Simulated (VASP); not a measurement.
# WSe2 in VASP: notebook

WSe2 is run at these levels: PBEsol; tasks: single point.

Everything below comes from runs of VASP 6.6.1. Logs are shortened: lines on timing, memory, paths and dates and some standing lists are left out, and cuts for length are marked.

### 1 The cell of the first run

The cell holds a slab with vacuum, 6 atoms: a = 3.271 Å, b = 3.271 Å, c = 23.987 Å, α = 90.00°, β = 90.00°, γ = 120.00°.

### 2 Single point, PBEsol (atom 1 (W) moved by +0.000 Å along [1 0 0] and -0.830 Å along [0 0 1])

Input file INCAR:

```
  ALGO = Normal
  EDIFF = 1E-6
  ENCUT = 520
  GGA = PS
  ISIF = 2
  ISMEAR = 0
  LASPH = T
  LCHARG = F
  LREAL = F
  LWAVE = F
  NBANDS = 35
  NELM = 100
  PREC = Accurate
  SIGMA = 0.05
```

Input file KPOINTS:

```
k-points
0
Gamma
  9 9 2
```

Input file POSCAR:

```
WSe2
1.0
    3.2705808386      0.0000000000      0.0000000000
   -1.6352904193      2.8324060913      0.0000000000
    0.0000000000      0.0000000000     23.9869951139
W Se
2 4
Direct
    0.6666666667      0.3333333333      0.1030200584
    0.3333333333      0.6666666667      0.8623778584
    0.3333333333      0.6666666667      0.2073407565
    0.6666666667      0.3333333333      0.9321940382
    0.3333333333      0.6666666667      0.0678059618
    0.6666666667      0.3333333333      0.7926592435
```

Potentials or basis: VASP PAW PBE potentials, release 64 (W_sv, Se).

Started as:

```sh
$ cat potpaw_PBE.64/W_sv/POTCAR potpaw_PBE.64/Se/POTCAR > POTCAR
$ mpirun -np 1 vasp_std > vasp.out
```

OUTCAR:

```text
EDIFF = 1E-6
   ENCUT = 520
   GGA = PS
   ISIF = 2
   ISMEAR = 0
   LASPH = T
   LREAL = F
   NELM = 100
   PREC = Accurate

 ion  position               nearest neighbor table
   1  0.667  0.333  0.103-   5 2.07   5 2.07   5 2.07   3 3.13   3 3.13   3 3.13
   2  0.333  0.667  0.862-   6 2.52   6 2.52   6 2.52   4 2.52   4 2.52   4 2.52
   3  0.333  0.667  0.207-   1 3.13   1 3.13   1 3.13
   4  0.667  0.333  0.932-   2 2.52   2 2.52   2 2.52
   5  0.333  0.667  0.068-   1 2.07   1 2.07   1 2.07
   6  0.667  0.333  0.793-   2 2.52   2 2.52   2 2.52

  LATTYP: Found a hexagonal cell.
 ALAT       =     3.2705808386
 C/A-ratio  =     7.3341697691

  Lattice vectors:

 A1 = (   3.2705808386,   0.0000000000,   0.0000000000)
 A2 = (  -1.6352904193,   2.8324060913,   0.0000000000)
 A3 = (   0.0000000000,   0.0000000000,  23.9869951139)

Analysis of symmetry for initial positions (statically):
=====================================================================
 Subroutine PRICEL returns:
 Original cell was already a primitive cell.

 Routine SETGRP: Setting up the symmetry group for a
 hexagonal supercell.

 Subroutine GETGRP returns: Found  6 space group operations
 (whereof  6 operations were pure point group operations)
 out of a pool of 24 trial point group operations.

The static configuration has the point symmetry C_3v.

Analysis of symmetry for dynamics (positions and initial velocities):
=====================================================================
 Subroutine PRICEL returns:
 Original cell was already a primitive cell.

 Routine SETGRP: Setting up the symmetry group for a
 hexagonal supercell.

 Subroutine GETGRP returns: Found  6 space group operations
 (whereof  6 operations were pure point group operations)
 out of a pool of 24 trial point group operations.

The dynamic configuration has the point symmetry C_3v.

 Subroutine INISYM returns: Found  6 space group operations
 (whereof  6 operations are pure point group operations),
 and found     1 'primitive' translations

----------------------------------------------------------------------------------------

                                     Primitive cell

  volume of cell :     222.2062

  direct lattice vectors                    reciprocal lattice vectors
     3.270580839  0.000000000  0.000000000     0.305756087  0.176528359  0.000000000
    -1.635290419  2.832406091  0.000000000     0.000000000  0.353056718  0.000000000
     0.000000000  0.000000000 23.986995114     0.000000000  0.000000000  0.041689257

  length of vectors
     3.270580839  3.270580839 23.986995114     0.353056718  0.353056718  0.041689257

  position of ions in fractional coordinates (direct lattice)
     0.666666667  0.333333333  0.103020058
     0.333333333  0.666666667  0.862377858
     0.333333333  0.666666667  0.207340757
     0.666666667  0.333333333  0.932194038
     0.333333333  0.666666667  0.067805962
     0.666666667  0.333333333  0.792659243

  ion indices of the primitive-cell ions
   primitive index   ion index
                 1           1
                 2           2
                 3           3
                 4           4
                 5           5
                 6           6

----------------------------------------------------------------------------------------

 KPOINTS: k-points

Automatic generation of k-mesh.
 Grid dimensions read from file:
 generate k-points for:    9    9    2

 Generating k-lattice:

  Cartesian coordinates                     Fractional coordinates (reciprocal lattice)
     0.033972899  0.019614262  0.000000000     0.111111111  0.000000000  0.000000000
     0.000000000  0.039228524  0.000000000     0.000000000  0.111111111  0.000000000
     0.000000000  0.000000000  0.020844628     0.000000000  0.000000000  0.500000000

  Length of vectors
     0.039228524  0.039228524  0.020844628

  Shift w.r.t. Gamma in fractional coordinates (k-lattice)
     0.000000000  0.000000000  0.000000000

 Subroutine IBZKPT returns following result:
 ===========================================

 Found     24 irreducible k-points:

 Following reciprocal coordinates:
            Coordinates               Weight
  0.000000  0.000000  0.000000      1.000000
  0.111111  0.000000  0.000000      6.000000
  0.222222 -0.000000  0.000000      6.000000
  0.333333 -0.000000  0.000000      6.000000
  0.444444 -0.000000  0.000000      6.000000
  0.111111  0.111111  0.000000      6.000000
[... 16 lines left out ...]
  0.333333  0.222222  0.500000     12.000000
  0.333333  0.333333  0.500000      2.000000
   k-points           NKPTS =     24   k-points in BZ     NKDIM =     24   number of bands    NBANDS=     35
   number of dos      NEDOS =    301   number of ions     NIONS =      6
   total plane-waves  NPLWV = 103680
   dimension x,y,z NGX =    24 NGY =   24 NGZ =  180
   dimension x,y,z NGXF=    48 NGYF=   48 NGZF=  360
   ions per type =               2   4
   NGX,Y,Z   is equivalent  to a cutoff of  12.20, 12.20, 12.48 a.u.
   NGXF,Y,Z  is equivalent  to a cutoff of  24.40, 24.40, 24.95 a.u.
 SYSTEM =  unknown system
   PREC   = accura    normal or accurate (medium, high low for compatibility)
   ISTART =      0    job   : 0-new  1-cont  2-samecut
   ICHARG =      2    charge: 1-file 2-atom 10-const
   ISPIN  =      1    spin polarized calculation?
   LNONCOLLINEAR =      F non collinear calculations
   LSORBIT =      F    spin-orbit coupling
   LASPH  =      T    aspherical Exc in radial PAW
   ENCUT  =  520.0 eV  38.22 Ry    6.18 a.u.   6.08  6.08 44.60*2*pi/ulx,y,z
   NELM   =    100;   NELMIN=  2; NELMDL= -5     # of ELM steps
   EDIFF  = 0.1E-05   stopping-criterion for ELM
   LREAL  =      F    real-space projection
   EDIFFG = 0.1E-04   stopping-criterion for IOM
   NSW    =      0    number of steps for IOM
   IBRION =     -1    ionic relax: 0-MD 1-quasi-New 2-CG
   NFREE  =      0    steps in history (QN), initial steepest desc. (CG)
   ISIF   =      2    stress and relaxation
   ISYM   =      2    0-nonsym 1-usesym 2-fastsym
   POTIM  = 0.5000    time-step for ionic-motion
   TEBEG  =    0.0;   TEEND  =   0.0 temperature during run
   PSTRESS=    0.0 pullay stress
   NELECT =      52.0000    total number of electrons
   NUPDOWN=      -1.0000    fix difference up-down
   EMIN   =  10.00;   EMAX   =-10.00  energy-range for DOS
   EFERMI =   0.00;   METHOD = LEGACY
   ISMEAR =     0;   SIGMA  =   0.05  broadening in eV -4-tet -1-fermi 0-gaus
   EFERMI_NEDOS =   21; number of points for ismear=-14 and -15
   IALGO  =     38    algorithm
   IMIX   =      4    mixing-type and parameters
     AMIX     =   0.40;   BMIX     =  1.00
     AMIX_MAG =   1.60;   BMIX_MAG =  1.00
  volume/ion in A,a.u.               =      37.03       249.92
  Fermi-wavevector in a.u.,A,eV,Ry     =   1.008844  1.906438 13.847540  1.017765
  Thomas-Fermi vector in A             =   2.141735
   LORBIT       =      0    0 simple, 1 ext, 2 COOP (PROOUT), +10 PAW based schemes
   GGA     = PS    functional components
   LHFCALC =     F    Hartree Fock is set to
   AEXX    =    0.0000 exact exchange contribution
   IVDW    =     0    specifies the selected vdW correction
   LEPSILON=     F    determine dielectric tensor
   LRPA    =     F    only Hartree local field effects (RPA)
 non-spin polarized calculation
 Gauss-broadening in eV      SIGMA  =   0.05
  energy-cutoff  :      520.00
  volume of cell :      222.21
 maximum number of plane-waves:      6072
   NGX = 13   NGY = 13   NGZ = 89

 number of electron      52.0000000 magnetization

 Free energy of the ion-electron system (eV)
  ---------------------------------------------------
  ext. energy  EPLUGINS =         0.00000000
  ---------------------------------------------------
  free energy    TOTEN  =       -38.73279662 eV

  energy without entropy =      -38.72870888  energy(sigma->0) =      -38.73075275

 E-fermi :   1.5280     XC(G=0):  -6.3337

 val. band max:        1.1805144211   @ k =   0.4444  -0.0000   0.0000
 cond. band min:       1.5354527851   @ k =   0.3333   0.2222   0.5000
 fundamental gap:      0.3549383641
 Fermi energy:         1.5280137996

 k-point     1 :       0.0000    0.0000    0.0000
  band No.  band energies     occupation
      1     -73.5688      2.00000
      2     -72.4265      2.00000
      3     -37.8372      2.00000
      4     -37.6830      2.00000
      5     -37.6830      2.00000
      6     -36.9999      2.00000
[... 27 lines left out ...]
     34       5.5934      0.00000
     35       5.9932      0.00000

 k-point     2 :       0.1111    0.0000    0.0000
  band No.  band energies     occupation
      1     -73.5675      2.00000
      2     -72.4241      2.00000
      3     -37.8315      2.00000
      4     -37.7128      2.00000
      5     -37.6900      2.00000
      6     -37.0556      2.00000
[... 27 lines left out ...]
     34       5.7686      0.00000
     35       6.3716      0.00000

 k-point     3 :       0.2222   -0.0000    0.0000
  band No.  band energies     occupation
      1     -73.5641      2.00000
      2     -72.4181      2.00000
      3     -37.8171      2.00000
      4     -37.7874      2.00000
      5     -37.7075      2.00000
      6     -37.1857      2.00000
[... 27 lines left out ...]
     34       6.2321      0.00000
     35       7.0442      0.00000
[... 723 lines left out ...]
 k-point    23 :       0.3333    0.2222    0.5000
  band No.  band energies     occupation
      1     -73.5567      2.00000
      2     -72.4049      2.00000
      3     -37.8953      2.00000
      4     -37.8006      2.00000
      5     -37.7851      2.00000
      6     -37.3798      2.00000
[... 27 lines left out ...]
     34       5.7645      0.00000
     35       6.2494      0.00000

 k-point    24 :       0.3333    0.3333    0.5000
  band No.  band energies     occupation
      1     -73.5561      2.00000
      2     -72.4037      2.00000
      3     -37.8699      2.00000
      4     -37.8441      2.00000
      5     -37.7822      2.00000
      6     -37.3643      2.00000
[... 27 lines left out ...]
     34       6.0174      0.00000
     35       6.4290      0.00000

------------------------ aborting loop because EDIFF is reached ----------------------------------------

  FORCE on cell =-STRESS in cart. coord.  units (eV):
  Direction    XX          YY          ZZ          XY          YZ          ZX
  --------------------------------------------------------------------------------------
  -------------------------------------------------------------------------------------
  Total       23.9738137     23.9738137      6.8075197      0.0000000      0.0000000      0.0000000
  in kB      172.8587845    172.8587845     49.0843712      0.0000000      0.0000000      0.0000000
  external PRESSURE =     131.6006467 kB  Pullay stress =       0.0000000 kB

 VOLUME and BASIS-vectors are now :
 -----------------------------------------------------------------------------
  energy-cutoff  :      520.00
  volume of cell :      222.21
      direct lattice vectors                 reciprocal lattice vectors
     3.270580839  0.000000000  0.000000000     0.305756087  0.176528359  0.000000000
    -1.635290419  2.832406091  0.000000000     0.000000000  0.353056718  0.000000000
     0.000000000  0.000000000 23.986995114     0.000000000  0.000000000  0.041689257

 POSITION                                       TOTAL-FORCE (eV/Angst)
 -----------------------------------------------------------------------------------
      1.63529      0.94414      2.47114         0.000000      0.000000     15.595285
     -0.00000      1.88827     20.68585         0.000000     -0.000000     -0.021534
     -0.00000      1.88827      4.97348         0.000000      0.000000     -2.116636
      1.63529      0.94414     22.36053         0.000000      0.000000     -0.046737
     -0.00000      1.88827      1.62646        -0.000000      0.000000    -13.335659
      1.63529      0.94414     19.01351        -0.000000      0.000000     -0.074718
 -----------------------------------------------------------------------------------
    total drift:                               -0.000000     -0.000000      0.000455

  FREE ENERGIE OF THE ION-ELECTRON SYSTEM (eV)
  ---------------------------------------------------
  free  energy   TOTEN  =       -38.7327966185 eV

  energy  without entropy=      -38.7287088780  energy(sigma->0) =      -38.73075275
```

Wall time 2.2 min (1 thread of Intel Xeon 6975P-C (Granite Rapids), shared host); peak memory 0.39 GiB.

What came out:

```
Free energy            : -38.7328 eV
Largest force          : 15.595 eV/Å
Band gap on the k mesh : zero (band 26 reaches 3.27 eV, above the bottom of band 27 at 1.00 eV)
```

Forces on the atoms (eV/Å):
```
W     0.000   0.000  15.595
W     0.000   0.000  -0.022
Se    0.000   0.000  -2.117
Se    0.000   0.000  -0.047
Se    0.000   0.000 -13.336
Se    0.000   0.000  -0.075
```

Caveat: the cell differs from its parent crystal (atom 1 (W) moved by +0.000 Å along [1 0 0] and -0.830 Å along [0 0 1]); the PAW data sets were made with another functional, which shifts forces and pressure a little; spin-orbit coupling is left out, which moves the levels of the heavy elements.

### 3 Single point, PBEsol (atom 1 (W) moved by +0.000 Å along [1 0 0] and +0.830 Å along [0 0 1])

Input file INCAR:

```
SYSTEM = WSe2
PREC = Accurate
ENCUT = 520
EDIFF = 1E-7
ISMEAR = 0
SIGMA = 0.05
LREAL = .FALSE.
LASPH = .TRUE.
NELM = 80
ALGO = Normal
ISIF = 2
LWAVE = .FALSE.
LCHARG = .FALSE.
GGA = PS
NBANDS = 35
```

Input file KPOINTS:

```
Automatic mesh
0
G
  9 9 2
  0 0 0
```

POSCAR, as its differences from that of step 2:

```diff
@@ -8,3 +8,3 @@
 Direct
-    0.6666666667      0.3333333333      0.1030200584
+    0.6666666667      0.3333333333      0.1722242248
     0.3333333333      0.6666666667      0.8623778584
```

Potentials or basis: VASP PAW PBE potentials, release 64 (W_sv, Se).

Started as:

```sh
$ cat potpaw_PBE.64/W_sv/POTCAR potpaw_PBE.64/Se/POTCAR > POTCAR
$ mpirun -np 1 vasp_std > vasp.out
```

Wall time 2.9 min (1 thread of Intel Xeon 6975P-C (Granite Rapids), shared host); peak memory 0.39 GiB.

It converged, with:

* Free energy: -38.7426 eV
* Largest force: 15.399 eV/Å
* Band gap on the k mesh: zero (band 26 reaches 3.11 eV, above the bottom of band 27 at 1.31 eV)

Forces in eV/Å, atoms in the order of the input:
```
W     0.000   0.000 -15.399
W     0.000   0.000  -0.004
Se    0.000   0.000  13.336
Se    0.000   0.000   0.062
Se    0.000   0.000   2.077
Se    0.000   0.000  -0.071
```

Levels at points of the mesh, in eV from the Fermi level:
```csv
k point,band 23,band 24,band 25,band 26,band 27,band 28,band 29,band 30
"(0.00, 0.00, 0.00)",-0.90,-0.90,-0.40,1.74,1.74,2.35,3.01,3.01
"(0.00, 0.00, 0.50)",-0.90,-0.90,-0.40,1.74,1.74,2.35,3.01,3.01
```

Caveat: the cell differs from its parent crystal (atom 1 (W) moved by +0.000 Å along [1 0 0] and +0.830 Å along [0 0 1]); the PAW data sets were made with another functional, which shifts forces and pressure a little; spin-orbit coupling is left out, which moves the levels of the heavy elements.
